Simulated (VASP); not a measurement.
# Te (I4_1/amd) in VASP: relaxation of cell and atoms with PBE

Aim: the relaxation of cell and atoms of Te with PBE.

Program: VASP 6.6.1. These are calculated values, not measurements. Logs are shortened: lines on timing, memory, paths and dates and some standing lists are left out, and cuts for length are marked.

### 1 The cell of the first run

Symmetry: I4_1/amd, No. 141, tetragonal system. The conventional cell has a = 5.873 Å, b = 5.873 Å, c = 2.992 Å, α = 90.00°, β = 90.00°, γ = 90.00°. Te (site symmetry -4m2) has 10 Te at 2.99 to 3.70 Å within 3.9 Å.

### 2 Relaxation of cell and atoms, PBE, target pressure 17 GPa, at which the enthalpy is minimised

INCAR

```
ALGO = Normal
EDIFF = 1E-7
EDIFFG = -0.005
ENCUT = 600
GGA = PE
IBRION = 2
ISIF = 3
ISMEAR = -1
LASPH = T
LCHARG = F
LREAL = F
LWAVE = F
NELM = 80
NSW = 32
PREC = Accurate
PSTRESS = 170.0
SIGMA = 0.05
```

KPOINTS

```
k-points
0
Gamma
  14 14 14
```

POSCAR

```
Te
1.0
   -2.9367162680      2.9367162680      1.4960340647
    2.9367162680     -2.9367162680      1.4960340647
    2.9367162680      2.9367162680     -1.4960340647
Te
2
Direct
   -0.3750000000     -0.1250000000     -0.2500000000
    0.3750000000      0.1250000000      0.2500000000
```

Potentials or basis: VASP PAW PBE potentials, release 64 (Te).

Run with:

```sh
> cat potpaw_PBE.64/Te/POTCAR > POTCAR
> mpirun -np 1 vasp_std > vasp.out
```

OUTCAR:

```text
EDIFF = 1E-7
   EDIFFG = -0.005
   ENCUT = 600
   GGA = PE
   IBRION = 2
   ISIF = 3
   ISMEAR = -1
   LASPH = T
   LREAL = F
   NELM = 80
   NSW = 32
   PREC = Accurate
   PSTRESS = 170.0

 ion  position               nearest neighbor table
   1  0.625  0.875  0.750-   2 3.03   2 3.03   2 3.03   2 3.03
   2  0.375  0.125  0.250-   1 3.03   1 3.03   1 3.03   1 3.03

  LATTYP: Found a body centered tetragonal cell.
 ALAT       =     5.8734325360
 C/A-ratio  =     0.5094241078

  Lattice vectors:

 A1 = (  -2.9367162680,   2.9367162680,   1.4960340647)
 A2 = (   2.9367162680,  -2.9367162680,   1.4960340647)
 A3 = (   2.9367162680,   2.9367162680,  -1.4960340647)

Analysis of symmetry for initial positions (statically):
=====================================================================
 Subroutine PRICEL returns:
 Original cell was already a primitive cell.

 Routine SETGRP: Setting up the symmetry group for a
 body centered tetragonal supercell.

 Subroutine GETGRP returns: Found 16 space group operations
 (whereof  4 operations were pure point group operations)
 out of a pool of 16 trial point group operations.

The static configuration has the point symmetry C_2h.
 The point group associated with its full space group is D_4h.

Analysis of symmetry for dynamics (positions and initial velocities):
=====================================================================
 Subroutine PRICEL returns:
 Original cell was already a primitive cell.

 Routine SETGRP: Setting up the symmetry group for a
 body centered tetragonal supercell.

 Subroutine GETGRP returns: Found 16 space group operations
 (whereof  4 operations were pure point group operations)
 out of a pool of 16 trial point group operations.

The dynamic configuration has the point symmetry C_2h.
 The point group associated with its full space group is D_4h.

 Subroutine INISYM returns: Found 16 space group operations
 (whereof  4 operations are pure point group operations),
 and found     1 'primitive' translations

----------------------------------------------------------------------------------------

                                     Primitive cell

  volume of cell :      51.6090

  direct lattice vectors                    reciprocal lattice vectors
    -2.936716268  2.936716268  1.496034065     0.000000000  0.170258191  0.334216989
     2.936716268 -2.936716268  1.496034065     0.170258191  0.000000000  0.334216989
     2.936716268  2.936716268 -1.496034065     0.170258191  0.170258191  0.000000000

  length of vectors
     4.414376830  4.414376830  4.414376830     0.375085120  0.375085120  0.240781443

  position of ions in fractional coordinates (direct lattice)
     0.625000000  0.875000000  0.750000000
     0.375000000  0.125000000  0.250000000

  ion indices of the primitive-cell ions
   primitive index   ion index
                 1           1
                 2           2

----------------------------------------------------------------------------------------

 KPOINTS: k-points

Automatic generation of k-mesh.
 Grid dimensions read from file:
 generate k-points for:   14   14   14

 Generating k-lattice:

  Cartesian coordinates                     Fractional coordinates (reciprocal lattice)
     0.000000000  0.012161299  0.023872642     0.071428571  0.000000000  0.000000000
     0.012161299  0.000000000  0.023872642     0.000000000  0.071428571  0.000000000
     0.012161299  0.012161299  0.000000000     0.000000000  0.000000000  0.071428571

  Length of vectors
     0.026791794  0.026791794  0.017198675

  Shift w.r.t. Gamma in fractional coordinates (k-lattice)
     0.000000000  0.000000000  0.000000000

 Subroutine IBZKPT returns following result:
 ===========================================

 Found    244 irreducible k-points:

 Following reciprocal coordinates:
            Coordinates               Weight
  0.000000  0.000000  0.000000      1.000000
  0.071429 -0.000000  0.000000      8.000000
  0.142857  0.000000  0.000000      8.000000
  0.214286  0.000000 -0.000000      8.000000
  0.285714  0.000000 -0.000000      8.000000
  0.357143 -0.000000  0.000000      8.000000
[... 16 lines left out ...]
  0.214286  0.142857  0.000000     16.000000
  0.285714  0.142857  0.000000     16.000000
 [... further k-points ...]
   k-points           NKPTS =    244   k-points in BZ     NKDIM =    244   number of bands    NBANDS=     10
   number of dos      NEDOS =    301   number of ions     NIONS =      2
   total plane-waves  NPLWV =  46656
   dimension x,y,z NGX =    36 NGY =   36 NGZ =   36
   dimension x,y,z NGXF=    72 NGYF=   72 NGZF=   72
   ions per type =               2
   NGX,Y,Z   is equivalent  to a cutoff of  13.56, 13.56, 13.56 a.u.
   NGXF,Y,Z  is equivalent  to a cutoff of  27.12, 27.12, 27.12 a.u.
 SYSTEM =  unknown system
   PREC   = accura    normal or accurate (medium, high low for compatibility)
   ISTART =      0    job   : 0-new  1-cont  2-samecut
   ICHARG =      2    charge: 1-file 2-atom 10-const
   ISPIN  =      1    spin polarized calculation?
   LNONCOLLINEAR =      F non collinear calculations
   LSORBIT =      F    spin-orbit coupling
   LASPH  =      T    aspherical Exc in radial PAW
   ENCUT  =  600.0 eV  44.10 Ry    6.64 a.u.   8.82  8.82  8.82*2*pi/ulx,y,z
   NELM   =     80;   NELMIN=  2; NELMDL= -5     # of ELM steps
   EDIFF  = 0.1E-06   stopping-criterion for ELM
   LREAL  =      F    real-space projection
   EDIFFG = -.5E-02   stopping-criterion for IOM
   NSW    =     32    number of steps for IOM
   IBRION =      2    ionic relax: 0-MD 1-quasi-New 2-CG
   NFREE  =      1    steps in history (QN), initial steepest desc. (CG)
   ISIF   =      3    stress and relaxation
   ISYM   =      2    0-nonsym 1-usesym 2-fastsym
   POTIM  = 0.5000    time-step for ionic-motion
   TEBEG  =    0.0;   TEEND  =   0.0 temperature during run
   PSTRESS=  170.0 pullay stress
   NELECT =      12.0000    total number of electrons
   NUPDOWN=      -1.0000    fix difference up-down
   EMIN   =  10.00;   EMAX   =-10.00  energy-range for DOS
   EFERMI =   0.00;   METHOD = LEGACY
   ISMEAR =    -1;   SIGMA  =   0.05  broadening in eV -4-tet -1-fermi 0-gaus
   EFERMI_NEDOS =   21; number of points for ismear=-14 and -15
   IALGO  =     38    algorithm
   IMIX   =      4    mixing-type and parameters
     AMIX     =   0.40;   BMIX     =  1.00
     AMIX_MAG =   1.60;   BMIX_MAG =  1.00
  volume/ion in A,a.u.               =      25.80       174.14
  Fermi-wavevector in a.u.,A,eV,Ry     =   1.006685  1.902358 13.788333  1.013414
  Thomas-Fermi vector in A             =   2.139442
   LORBIT       =      0    0 simple, 1 ext, 2 COOP (PROOUT), +10 PAW based schemes
   GGA     = PE    functional components
   LHFCALC =     F    Hartree Fock is set to
   AEXX    =    0.0000 exact exchange contribution
   IVDW    =     0    specifies the selected vdW correction
   LEPSILON=     F    determine dielectric tensor
   LRPA    =     F    only Hartree local field effects (RPA)
 conjugate gradient relaxation of ions
 non-spin polarized calculation
  energy-cutoff  :      600.00
  volume of cell :       51.61
 maximum number of plane-waves:      1750
   NGX = 17   NGY = 17   NGZ = 17

 number of electron      12.0000000 magnetization

 Free energy of the ion-electron system (eV)
  ---------------------------------------------------
  ext. energy  EPLUGINS =         0.00000000
  ---------------------------------------------------
  free energy    TOTEN  =        -5.30294358 eV

  energy without entropy =       -5.29019966  energy(sigma->0) =       -5.29657162

 E-fermi :   9.8665     XC(G=0): -10.4103

 val. band max:        9.8611144879   @ k =  -0.2857   0.2143   0.0000
 cond. band min:       9.8735183107   @ k =   0.5000   0.3571  -0.0000
 fundamental gap:      0.0124038228
 Fermi energy:         9.8665249494

 k-point     1 :       0.0000    0.0000    0.0000
  band No.  band energies     occupation
      1      -5.6808      2.00000
      2      -0.4830      2.00000
      3       4.2366      2.00000
      4       4.2366      2.00000
      5      10.8161      0.00000
      6      11.2893      0.00000
      7      11.2893      0.00000
      8      12.9926      0.00000
      9      13.1283      0.00000
     10      16.1063      0.00000

 k-point     2 :       0.0714   -0.0000    0.0000
  band No.  band energies     occupation
      1      -5.5783      2.00000
      2      -0.4770      2.00000
      3       4.2692      2.00000
      4       4.4255      2.00000
      5      10.9756      0.00000
      6      11.0245      0.00000
      7      11.3352      0.00000
      8      12.2214      0.00000
      9      12.2710      0.00000
     10      16.2171      0.00000

 k-point     3 :       0.1429    0.0000    0.0000
  band No.  band energies     occupation
      1      -5.2723      2.00000
      2      -0.4424      2.00000
      3       4.3710      2.00000
      4       4.9617      2.00000
      5      10.0511      0.04868
      6      10.5895      0.00000
      7      10.9411      0.00000
      8      11.3541      0.00000
      9      11.5182      0.00000
     10      16.3229      0.00000

 k-point     4 :       0.2143    0.0000   -0.0000
  band No.  band energies     occupation
      1      -4.7688      2.00000
      2      -0.3481      2.00000
      3       4.5490      2.00000
      4       5.7519      2.00000
      5       8.2020      2.00000
      6       8.9045      2.00000
      7      10.2288      0.00142
      8      11.3511      0.00000
      9      12.2551      0.00000
     10      15.4489      0.00000

 k-point     5 :       0.2857    0.0000   -0.0000
  band No.  band energies     occupation
      1      -4.0826      2.00000
      2      -0.1859      2.00000
      3       4.8017      2.00000
      4       6.1354      2.00000
      5       6.6369      2.00000
      6       7.6173      2.00000
      7       9.7436      1.84243
      8      10.9825      0.00000
      9      13.2848      0.00000
     10      14.6036      0.00000

 k-point     6 :       0.3571   -0.0000    0.0000
  band No.  band energies     occupation
      1      -3.2510      2.00000
      2      -0.0150      2.00000
      3       4.6162      2.00000
      4       5.1026      2.00000
      5       5.7288      2.00000
      6       8.0644      2.00000
      7       9.4933      1.99886
      8      10.3512      0.00012
      9      14.0921      0.00000
     10      14.5009      0.00000
[... 183 lines left out ...]
 k-point    21 :      -0.0714    0.0714    0.0000
  band No.  band energies     occupation
      1      -5.6409      2.00000
      2      -0.6193      2.00000
      3       4.2840      2.00000
      4       4.3318      2.00000
      5      10.9826      0.00000
      6      10.9864      0.00000
      7      11.0744      0.00000
      8      13.0557      0.00000
      9      13.1069      0.00000
     10      16.3676      0.00000

 k-point    22 :       0.1429    0.1429    0.0000
  band No.  band energies     occupation
      1      -4.2345      2.00000
      2       0.1226      2.00000
      3       5.3618      2.00000
      4       5.6398      2.00000
      5       6.8969      2.00000
      6       7.0036      2.00000
      7      10.7032      0.00000
      8      10.7056      0.00000
      9      12.6713      0.00000
     10      14.5651      0.00000

 k-point    23 :       0.2143    0.1429    0.0000
  band No.  band energies     occupation
      1      -3.4645      2.00000
      2       0.3406      2.00000
      3       4.8656      2.00000
      4       5.4189      2.00000
      5       6.0381      2.00000
      6       6.7027      2.00000
      7      10.2916      0.00041
      8      10.3411      0.00015
      9      13.4877      0.00000
     10      14.2495      0.00000

 k-point    24 :       0.2857    0.1429    0.0000
  band No.  band energies     occupation
      1      -2.6151      2.00000
      2       0.3261      2.00000
      3       3.6843      2.00000
      4       4.5406      2.00000
      5       6.1019      2.00000
      6       7.3756      2.00000
      7       9.9570      0.28137
      8      10.2303      0.00138
      9      13.6757      0.00000
     10      14.7644      0.00000

 [... further k-points ...]

------------------------ aborting loop because EDIFF is reached ----------------------------------------

  FORCE on cell =-STRESS in cart. coord.  units (eV):
  Direction    XX          YY          ZZ          XY          YZ          ZX
  --------------------------------------------------------------------------------------
  -------------------------------------------------------------------------------------
  Total        5.4725354      5.4725354      5.4741858     -0.0000000      0.0000000      0.0000000
  in kB      169.8923060    169.8923060    169.9435404     -0.0000000      0.0000000      0.0000000
  external PRESSURE =      -0.0906159 kB  Pullay stress =     170.0000000 kB

 VOLUME and BASIS-vectors are now :
 -----------------------------------------------------------------------------
  energy-cutoff  :      600.00
  volume of cell :       51.61
      direct lattice vectors                 reciprocal lattice vectors
    -2.936716268  2.936716268  1.496034065     0.000000000  0.170258191  0.334216989
     2.936716268 -2.936716268  1.496034065     0.170258191  0.000000000  0.334216989
     2.936716268  2.936716268 -1.496034065     0.170258191  0.170258191  0.000000000

 POSITION                                       TOTAL-FORCE (eV/Angst)
 -----------------------------------------------------------------------------------
      2.93672      1.46836      1.12203         0.000000     -0.000000     -0.000000
     -0.00000      1.46836      0.37401        -0.000000      0.000000      0.000000
 -----------------------------------------------------------------------------------
    total drift:                               -0.000000     -0.000000      0.000000

  FREE ENERGIE OF THE ION-ELECTRON SYSTEM (eV)
  ---------------------------------------------------
  free  energy   TOTEN  =        -5.3029435774 eV

  energy  without entropy=       -5.2901996565  energy(sigma->0) =       -5.29657162

  enthalpy is  TOTEN    =         0.1730608535 eV   P V=        5.4760044309

 reached required accuracy - stopping structural energy minimisation
```

Wall time 1.8 min (1 thread of Intel Xeon Platinum 8488C (Sapphire Rapids), shared host); peak memory 0.3 GiB.

What came out:

```
Free energy             : -5.3029 eV
Pressure after relaxing : 17.0 GPa
Band gap on the k mesh  : zero (bands 6 and 7 overlap by 4.66 eV)
```

Final structure:
```
CELL_PARAMETERS angstrom
-2.93672 2.93672 1.49603
2.93672 -2.93672 1.49603
2.93672 2.93672 -1.49603
ATOMIC_POSITIONS crystal
Te 0.62500 0.87500 0.75000
Te 0.37500 0.12500 0.25000
```

Caveat: the cell is relaxed towards a set pressure, so the run minimises the enthalpy, not the energy; spin-orbit coupling is left out, which moves the levels of the heavy elements.
